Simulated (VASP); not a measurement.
# La2LuN3 (P4/mmm) in VASP: a series of runs

La2LuN3 is run at these levels: PBE; tasks: relaxation of cell and atoms, single point.

Program: VASP 6.6.1. These are calculated values, not measurements. Logs are shortened: lines on timing, memory, paths and dates and some standing lists are left out, and cuts for length are marked.

**1. The cell of the first run**

Symmetry: P4/mmm, No. 123, tetragonal system. Conventional cell: a = 4.490 Å, b = 4.490 Å, c = 5.972 Å, α = 90.00°, β = 90.00°, γ = 90.00°. Within 2.3 Å of La (site symmetry 4mm) lie 1 N at 1.72 Å. Within 2.2 Å of Lu (site symmetry 4/mmm) lie 2 N at 1.67 Å. N (site symmetry 4mm) has 1 Lu at 1.67 Å within 2.2 Å. Within 2.3 Å of N (site symmetry 4/mmm) lie 2 La at 1.72 Å.

The cell was generated, and may not be a known phase.

**2. Relaxation of cell and atoms, PBE**

File INCAR:

```
PREC = Accurate ; ENCUT = 600
EDIFF = 1E-6 ; ISMEAR = 0
SIGMA = 0.1 ; LREAL = F
LASPH = T ; NELM = 60
ALGO = Normal ; ISIF = 3
LWAVE = F ; LCHARG = F
GGA = PE ; IBRION = 2
NSW = 90 ; EDIFFG = -0.04
```

File KPOINTS:

```
regular mesh
0
Gamma
  4 4 4
```

File POSCAR:

```
La2LuN3
1.0
    4.4903473000      0.0000000000      0.0000000000
    0.0000000000      4.4903473000      0.0000000000
    0.0000000000      0.0000000000      5.9718632500
La Lu N
2 1 3
Direct
    0.5000000000      0.5000000000      0.2882192900
    0.5000000000      0.5000000000      0.7117807100
    0.0000000000      0.0000000000      0.0000000000
    0.0000000000      0.0000000000      0.7210379700
    0.0000000000      0.0000000000      0.2789620300
    0.5000000000      0.5000000000      0.0000000000
```

Potentials or basis: VASP PAW PBE potentials, release 64 (La, Lu, N).

Command:

```
$ cat potpaw_PBE.64/La/POTCAR potpaw_PBE.64/Lu/POTCAR potpaw_PBE.64/N/POTCAR > POTCAR
$ mpirun -np 1 vasp_std > vasp.out
```

OUTCAR:

```text
PREC = Accurate
   ENCUT = 600
   EDIFF = 1E-6
   ISMEAR = 0
   LREAL = F
   LASPH = T
   NELM = 60
   ISIF = 3
   GGA = PE
   IBRION = 2
   NSW = 90
   EDIFFG = -0.04

 ion  position               nearest neighbor table
   1  0.500  0.500  0.288-   6 1.72   2 2.53   2 3.44   3 3.61   3 3.61   3 3.61   3 3.61
   2  0.500  0.500  0.712-   6 1.72   1 2.53   1 3.44   3 3.61   3 3.61   3 3.61   3 3.61
   3  0.000  0.000  0.000-   4 1.67   5 1.67   1 3.61   2 3.61   1 3.61   2 3.61   1 3.61   2 3.61
                             1 3.61   2 3.61
   4  0.000  0.000  0.721-   3 1.67
   5  0.000  0.000  0.279-   3 1.67
   6  0.500  0.500  0.000-   1 1.72   2 1.72

  LATTYP: Found a simple tetragonal cell.
 ALAT       =     4.4903473000
 C/A-ratio  =     1.3299334887

  Lattice vectors:

 A1 = (   4.4903473000,   0.0000000000,   0.0000000000)
 A2 = (   0.0000000000,   4.4903473000,   0.0000000000)
 A3 = (   0.0000000000,   0.0000000000,   5.9718632500)

Analysis of symmetry for initial positions (statically):
=====================================================================
 Subroutine PRICEL returns:
 Original cell was already a primitive cell.

 Routine SETGRP: Setting up the symmetry group for a
 simple tetragonal supercell.

 Subroutine GETGRP returns: Found 16 space group operations
 (whereof 16 operations were pure point group operations)
 out of a pool of 16 trial point group operations.

The static configuration has the point symmetry D_4h.

Analysis of symmetry for dynamics (positions and initial velocities):
=====================================================================
 Subroutine PRICEL returns:
 Original cell was already a primitive cell.

 Routine SETGRP: Setting up the symmetry group for a
 simple tetragonal supercell.

 Subroutine GETGRP returns: Found 16 space group operations
 (whereof 16 operations were pure point group operations)
 out of a pool of 16 trial point group operations.

The dynamic configuration has the point symmetry D_4h.

 Subroutine INISYM returns: Found 16 space group operations
 (whereof 16 operations are pure point group operations),
 and found     1 'primitive' translations

----------------------------------------------------------------------------------------

                                     Primitive cell

  volume of cell :     120.4120

  direct lattice vectors                    reciprocal lattice vectors
     4.490347300  0.000000000  0.000000000     0.222699923  0.000000000  0.000000000
     0.000000000  4.490347300  0.000000000     0.000000000  0.222699923  0.000000000
     0.000000000  0.000000000  5.971863250     0.000000000  0.000000000  0.167451925

  length of vectors
     4.490347300  4.490347300  5.971863250     0.222699923  0.222699923  0.167451925

  position of ions in fractional coordinates (direct lattice)
     0.500000000  0.500000000  0.288219290
     0.500000000  0.500000000  0.711780710
     0.000000000  0.000000000  0.000000000
     0.000000000  0.000000000  0.721037970
     0.000000000  0.000000000  0.278962030
     0.500000000  0.500000000  0.000000000

  ion indices of the primitive-cell ions
   primitive index   ion index
                 1           1
                 2           2
                 3           3
                 4           4
                 5           5
                 6           6

----------------------------------------------------------------------------------------

 KPOINTS: regular mesh

Automatic generation of k-mesh.
 Grid dimensions read from file:
 generate k-points for:    4    4    4

 Generating k-lattice:

  Cartesian coordinates                     Fractional coordinates (reciprocal lattice)
     0.055674981  0.000000000  0.000000000     0.250000000  0.000000000  0.000000000
     0.000000000  0.055674981  0.000000000     0.000000000  0.250000000  0.000000000
     0.000000000  0.000000000  0.041862981     0.000000000  0.000000000  0.250000000

  Length of vectors
     0.055674981  0.055674981  0.041862981

  Shift w.r.t. Gamma in fractional coordinates (k-lattice)
     0.000000000  0.000000000  0.000000000

 Subroutine IBZKPT returns following result:
 ===========================================

 Found     18 irreducible k-points:

 Following reciprocal coordinates:
            Coordinates               Weight
  0.000000  0.000000  0.000000      1.000000
  0.250000  0.000000  0.000000      4.000000
  0.500000  0.000000  0.000000      2.000000
  0.250000  0.250000  0.000000      4.000000
  0.500000  0.250000  0.000000      4.000000
  0.500000  0.500000  0.000000      1.000000
[... 10 lines left out ...]
  0.500000  0.250000  0.500000      4.000000
  0.500000  0.500000  0.500000      1.000000
   k-points           NKPTS =     18   k-points in BZ     NKDIM =     18   number of bands    NBANDS=     37
   number of dos      NEDOS =    301   number of ions     NIONS =      6
   total plane-waves  NPLWV =  62208
   dimension x,y,z NGX =    36 NGY =   36 NGZ =   48
   dimension x,y,z NGXF=    72 NGYF=   72 NGZF=   96
   ions per type =               2   1   3
   NGX,Y,Z   is equivalent  to a cutoff of  13.33, 13.33, 13.36 a.u.
   NGXF,Y,Z  is equivalent  to a cutoff of  26.66, 26.66, 26.72 a.u.
 SYSTEM =  unknown system
   PREC   = accura    normal or accurate (medium, high low for compatibility)
   ISTART =      0    job   : 0-new  1-cont  2-samecut
   ICHARG =      2    charge: 1-file 2-atom 10-const
   ISPIN  =      1    spin polarized calculation?
   LNONCOLLINEAR =      F non collinear calculations
   LSORBIT =      F    spin-orbit coupling
   LASPH  =      T    aspherical Exc in radial PAW
   ENCUT  =  600.0 eV  44.10 Ry    6.64 a.u.   8.97  8.97 11.93*2*pi/ulx,y,z
   NELM   =     60;   NELMIN=  2; NELMDL= -5     # of ELM steps
   EDIFF  = 0.1E-05   stopping-criterion for ELM
   LREAL  =      F    real-space projection
   EDIFFG = -.4E-01   stopping-criterion for IOM
   NSW    =     90    number of steps for IOM
   IBRION =      2    ionic relax: 0-MD 1-quasi-New 2-CG
   NFREE  =      1    steps in history (QN), initial steepest desc. (CG)
   ISIF   =      3    stress and relaxation
   ISYM   =      2    0-nonsym 1-usesym 2-fastsym
   POTIM  = 0.5000    time-step for ionic-motion
   TEBEG  =    0.0;   TEEND  =   0.0 temperature during run
   PSTRESS=    0.0 pullay stress
   NELECT =      62.0000    total number of electrons
   NUPDOWN=      -1.0000    fix difference up-down
   EMIN   =  10.00;   EMAX   =-10.00  energy-range for DOS
   EFERMI =   0.00;   METHOD = LEGACY
   ISMEAR =     0;   SIGMA  =   0.10  broadening in eV -4-tet -1-fermi 0-gaus
   EFERMI_NEDOS =   21; number of points for ismear=-14 and -15
   IALGO  =     38    algorithm
   IMIX   =      4    mixing-type and parameters
     AMIX     =   0.40;   BMIX     =  1.00
     AMIX_MAG =   1.60;   BMIX_MAG =  1.00
  volume/ion in A,a.u.               =      20.07       135.43
  Fermi-wavevector in a.u.,A,eV,Ry     =   1.312146  2.479596 23.425519  1.721727
  Thomas-Fermi vector in A             =   2.442558
   LORBIT       =      0    0 simple, 1 ext, 2 COOP (PROOUT), +10 PAW based schemes
   GGA     = PE    functional components
   LHFCALC =     F    Hartree Fock is set to
   AEXX    =    0.0000 exact exchange contribution
   IVDW    =     0    specifies the selected vdW correction
   LEPSILON=     F    determine dielectric tensor
   LRPA    =     F    only Hartree local field effects (RPA)
 conjugate gradient relaxation of ions
 non-spin polarized calculation
 Gauss-broadening in eV      SIGMA  =   0.10
  energy-cutoff  :      600.00
  volume of cell :      120.41
 maximum number of plane-waves:      4056
 NGX is ok and might be reduce to    36
   NGX = 17   NGY = 17   NGZ = 23

--------------------------------------- Ionic step        1  -------------------------------------------

 number of electron      61.9999992 magnetization

 Free energy of the ion-electron system (eV)
  ---------------------------------------------------
  ext. energy  EPLUGINS =         0.00000000
  ---------------------------------------------------
  free energy    TOTEN  =       -28.51853822 eV

  energy without entropy =      -28.50098121  energy(sigma->0) =      -28.50975971

------------------------ aborting loop because EDIFF is reached ----------------------------------------

  FORCE on cell =-STRESS in cart. coord.  units (eV):
  Direction    XX          YY          ZZ          XY          YZ          ZX
  --------------------------------------------------------------------------------------
  -------------------------------------------------------------------------------------
  Total       -5.5298980     -5.5298980    115.1645918      0.0000000     -0.0000000      0.0000000
  in kB      -73.5796945    -73.5796945   1532.3565751      0.0000000     -0.0000000      0.0000000
  external PRESSURE =     461.7323953 kB  Pullay stress =       0.0000000 kB
[... 101 lines left out ...]
  FREE ENERGIE OF THE ION-ELECTRON SYSTEM (eV)
  ---------------------------------------------------
  free  energy   TOTEN  =       -32.8211487186 eV

  energy  without entropy=      -32.8107154935  energy(sigma->0) =      -32.81593211

 E-fermi :   2.8872     XC(G=0):  -8.5239

 val. band max:        2.8414455082   @ k =   0.2500   0.2500   0.0000
 cond. band min:       2.8916574243   @ k =   0.2500   0.0000   0.0000
 fundamental gap:      0.0502119161
 Fermi energy:         2.8872483787

 k-point     1 :       0.0000    0.0000    0.0000
  band No.  band energies     occupation
      1     -55.0867      2.00000
      2     -30.6606      2.00000
      3     -30.5936      2.00000
      4     -25.6187      2.00000
      5     -25.6187      2.00000
      6     -25.6145      2.00000
[... 709 lines left out ...]
     36       3.8921      0.00000
     37       4.2356      0.00000

 E-fermi :   4.6449     XC(G=0):  -9.4416

 val. band max:        4.5431942845   @ k =   0.5000   0.2500   0.5000
 cond. band min:       4.6510089149   @ k =   0.5000   0.5000   0.2500
 fundamental gap:      0.1078146305
 Fermi energy:         4.6449196926

 k-point     1 :       0.0000    0.0000    0.0000
  band No.  band energies     occupation
      1     -52.0974      2.00000
      2     -28.5459      2.00000
      3     -27.8814      2.00000
      4     -22.8822      2.00000
      5     -22.8822      2.00000
      6     -22.4296      2.00000
[... 709 lines left out ...]
     36       6.4793      0.00000
     37       6.4811      0.00000

[... ionic steps 4 to 24 ...]

--------------------------------------- Ionic step       25  -------------------------------------------

 number of electron      61.9999970 magnetization

------------------------ aborting loop because EDIFF is reached ----------------------------------------
[... 75 lines left out ...]
--------------------------------------- Ionic step       27  -------------------------------------------

 number of electron      61.9999969 magnetization

 Free energy of the ion-electron system (eV)
  ---------------------------------------------------
  ext. energy  EPLUGINS =         0.00000000
  ---------------------------------------------------
  free energy    TOTEN  =       -46.77108062 eV

  energy without entropy =      -46.76205522  energy(sigma->0) =      -46.76656792

 E-fermi :   6.3716     XC(G=0): -10.5442

 val. band max:        6.3595489981   @ k =   0.5000   0.5000   0.5000
 cond. band min:       6.4005415583   @ k =   0.0000   0.0000   0.5000
 fundamental gap:      0.0409925602
 Fermi energy:         6.3715928488

 k-point     1 :       0.0000    0.0000    0.0000
  band No.  band energies     occupation
      1     -48.2847      2.00000
      2     -25.0713      2.00000
      3     -25.0331      2.00000
      4     -19.0671      2.00000
      5     -18.9678      2.00000
      6     -18.9678      2.00000
[... 742 lines left out ...]
  FREE ENERGIE OF THE ION-ELECTRON SYSTEM (eV)
  ---------------------------------------------------
  free  energy   TOTEN  =       -46.7710806217 eV

  energy  without entropy=      -46.7620552219  energy(sigma->0) =      -46.76656792

 reached required accuracy - stopping structural energy minimisation
```

Wall time 56 min (1 thread of Intel Xeon Platinum 8259CL at 2.50GHz (Skylake/Cascade Lake), shared host); peak memory 0.34 GiB.

What came out:

```yaml
Free_energy: -46.7711 eV
Relaxed_volume: 18.25 Å³/atom
Relaxed_cell: a = 3.557 Å, b = 3.557 Å, c = 8.653 Å, α = 90.00°, β = 90.00°, γ = 90.00°
Space_group_after_relaxing_to_0.1_Å: P4/mmm (No. 123)
Energy_gained_by_relaxing: 3042.1 meV/atom
Ionic_steps: 27
Pressure_after_relaxing: 0.2 GPa
Largest_force_after_relaxing: 0.039 eV/Å
Band_gap_on_the_k_mesh: zero (bands 31 and 32 overlap by 0.08 eV)
```

Forces on the atoms (eV/Å):
```
La   0.000  0.000  0.039
La   0.000  0.000 -0.039
Lu   0.000  0.000  0.000
N    0.000  0.000  0.006
N    0.000  0.000 -0.006
N    0.000  0.000  0.000
```

Stress tensor (GPa, compression positive):
```
0.20 0.00 0.00
0.00 0.20 0.00
0.00 0.00 0.34
```

The path:
```tsv
step	energy change (eV)	largest force (eV/Å)	pressure (GPa)	volume (Å³)
1	0.0000	9.9611	46.17	120.41
2	-1.9534	1.3689	-24.39	211.75
3	-4.3026	1.4493	-23.46	195.87
4	-5.7291	2.0170	-23.03	185.19
5	-9.7738	3.8479	-18.31	153.92
6	-9.9397	3.9416	-3.96	137.45
7	-10.2710	4.1060	-14.27	146.81
8	-10.3337	4.1308	-11.67	143.74
9	-15.4897	2.9466	-7.38	118.40
10	-16.3186	3.7621	1.80	108.50
11	-16.3471	4.2374	5.16	105.96
12	-16.8307	1.6398	13.11	101.33
13	-17.3477	1.8840	7.16	103.55
14	-17.8175	1.4098	-7.04	113.51
15	-17.8370	1.5489	-5.13	111.80
16	-18.1192	0.5760	-2.26	108.34
17	-18.1233	0.6615	-2.03	107.89
18	-18.1772	0.3323	2.70	104.70
19	-18.1797	0.3274	1.83	105.24
20	-18.2118	0.3253	0.66	106.72
21	-18.2210	0.3233	-0.18	107.92
22	-18.2441	0.1678	-0.14	108.64
23	-18.2499	0.1000	-0.03	109.18
24	-18.2499	0.0938	-0.03	109.22
25	-18.2524	0.0046	0.41	109.42
26	-18.2525	0.0153	0.19	109.44
27	-18.2525	0.0386	0.25	109.48
```

Final structure:
```
La Lu N
1.0
     3.55707    0.00000    0.00000
     0.00000    3.55707    0.00000
     0.00000    0.00000    8.65285
La Lu N
2 1 3
Direct
  0.50000 0.50000 0.28342
  0.50000 0.50000 0.71658
  0.00000 0.00000 0.00000
  0.00000 0.00000 0.74048
  0.00000 0.00000 0.25952
  0.50000 0.50000 0.00000
```

Caveat: semilocal functionals underestimate gaps, and a narrow one can read as zero; a cell axis changed by over 15 % at a fixed basis, so the end point is rough; spin-orbit coupling is left out, which moves the levels of the heavy elements.

**3. Relaxation of cell and atoms, PBE**

This run uses another cell than the first one, of 20.80 Å³/atom.

File INCAR:

```
SYSTEM = La2LuN3
PREC = Accurate
ENCUT = 600
EDIFF = 1E-7
ISMEAR = 0
SIGMA = 0.1
LREAL = .False.
LASPH = .True.
NELM = 100
ALGO = Normal
ISIF = 3
LWAVE = .False.
LCHARG = .False.
GGA = PE
IBRION = 2
NSW = 90
EDIFFG = -0.04
```

File KPOINTS:

```
Automatic mesh
0
Gamma
  6 6 2
  0 0 0
```

File POSCAR:

```
La2LuN3
1.0
    3.5592696136      0.0000000000      0.0000000000
    0.0000000000      3.5592696136      0.0000000000
    0.0000000000      0.0000000000      9.8508261001
La Lu N
2 1 3
Direct
    0.5000000000      0.5000000000      0.2532605770
    0.5000000000      0.5000000000      0.7467394230
    0.0000000000      0.0000000000      0.0000000000
    0.0000000000      0.0000000000      0.7701518801
    0.0000000000      0.0000000000      0.2298481199
    0.5000000000      0.5000000000      0.0000000000
```

Potentials or basis: VASP PAW PBE potentials, release 64 (La, Lu, N).

Command:

```
$ cat potpaw_PBE.64/La/POTCAR potpaw_PBE.64/Lu/POTCAR potpaw_PBE.64/N/POTCAR > POTCAR
$ mpirun -np 1 vasp_std > vasp.out
```

It took 5.5 min on 1 thread of Intel Xeon Platinum 8259CL at 2.50GHz (Skylake/Cascade Lake), shared host; peak memory 0.33 GiB.

The run converged. Its results:

```
Free energy                           : -47.2231 eV
Relaxed volume                        : 20.83 Å³/atom
Relaxed cell                          : a = 3.556 Å, b = 3.556 Å, c = 9.885 Å, α = 90.00°, β = 90.00°, γ = 90.00°
Space group after relaxing (to 0.1 Å) : P4/mmm (No. 123)
Energy gained by relaxing             : 0.2 meV/atom
Ionic steps                           : 2
Pressure after relaxing               : 0.0 GPa
Largest force after relaxing          : 0.034 eV/Å
Band gap on the k mesh                : zero (bands 31 and 32 overlap by 0.12 eV)
```

Forces on the atoms (eV/Å):
```
La   0.000  0.000 -0.034
La   0.000  0.000  0.034
Lu   0.000  0.000  0.000
N    0.000  0.000  0.019
N    0.000  0.000 -0.019
N    0.000  0.000  0.000
```

Step by step:
```tsv
step	energy change (eV)	largest force (eV/Å)	pressure (GPa)	volume (Å³)
1	0.0000	0.0783	0.09	124.79
2	-0.0012	0.0344	0.03	125.01
```

Final structure:
```cif
data_structure
_symmetry_space_group_name_H-M 'P 1'
_symmetry_Int_Tables_number 1
_cell_length_a 3.5561
_cell_length_b 3.5561
_cell_length_c 9.8853
_cell_angle_alpha 90.000
_cell_angle_beta 90.000
_cell_angle_gamma 90.000
_cell_volume 125.01
loop_
_atom_site_label
_atom_site_type_symbol
_atom_site_fract_x
_atom_site_fract_y
_atom_site_fract_z
_atom_site_occupancy
La1 La 0.50000 0.50000 0.25306 1
La2 La 0.50000 0.50000 0.74694 1
Lu1 Lu 0.00000 0.00000 0.00000 1
N1 N 0.00000 0.00000 0.76977 1
N2 N 0.00000 0.00000 0.23023 1
N3 N 0.50000 0.50000 0.00000 1
```

Levels at points of the mesh, in eV from the Fermi level:
```csv
k point,band 29,band 30,band 31,band 32,band 33,band 34
"(0.00, 0.00, 0.00)",-0.81,-0.44,-0.44,-0.14,0.04,0.64
"(0.50, 0.00, 0.00)",-2.19,-1.91,-1.77,1.77,2.02,3.00
"(0.50, 0.50, 0.00)",-0.91,-0.02,-0.02,1.72,1.72,2.21
"(0.00, 0.00, 0.50)",-0.81,-0.44,-0.44,0.06,0.60,0.90
"(0.50, 0.00, 0.50)",-2.06,-2.03,-2.02,2.17,2.45,2.96
"(0.50, 0.50, 0.50)",-1.01,-0.02,-0.02,1.47,1.47,3.01
```

Caveat: semilocal functionals underestimate gaps, and a narrow one can read as zero; spin-orbit coupling is left out, which moves the levels of the heavy elements.

(Continued in part 2 of 2.)

The gap in the log of VASP goes by the Fermi energy; the results here count the filled bands.